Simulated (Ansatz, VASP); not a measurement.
**GaN in VASP and in Ansatz**

```
Ga N
1.0
     0.00000    2.15512    2.15512
     2.15512    0.00000    2.15512
     2.15512    2.15512    0.00000
Ga N
1 1
Direct
  0.00000 0.00000 0.00000
  0.75000 0.75000 0.75000
```

Alike in both runs: task single point; functional r2SCAN; k mesh 10 × 10 × 10; occupations gaussian, width 0.02 eV; no spin polarisation.

|  | VASP | Ansatz |
| --- | --- | --- |
| version | VASP 6.6.1 | Ansatz 0.2.0 |
| potentials or method | VASP PAW PBE potentials, release 64 (Ga_d, N), cutoff 520 eV | scalar-relativistic, plane waves, PAW |
| valence electrons in the cell | 18 | 18 |

Ansatz gave:

* gap on the k mesh at the Fermi level (eV): 3.02
* least direct gap on the mesh (eV): 3.02

Question: What did VASP give for the same quantities?

Answer: gap on the k mesh at the Fermi level (eV): 3.01; least direct gap on the mesh (eV): 3.01.

VASP's potentials were made for PBE, not for r2SCAN. With one functional, cell and mesh, what is left measures potentials, basis and numerics.
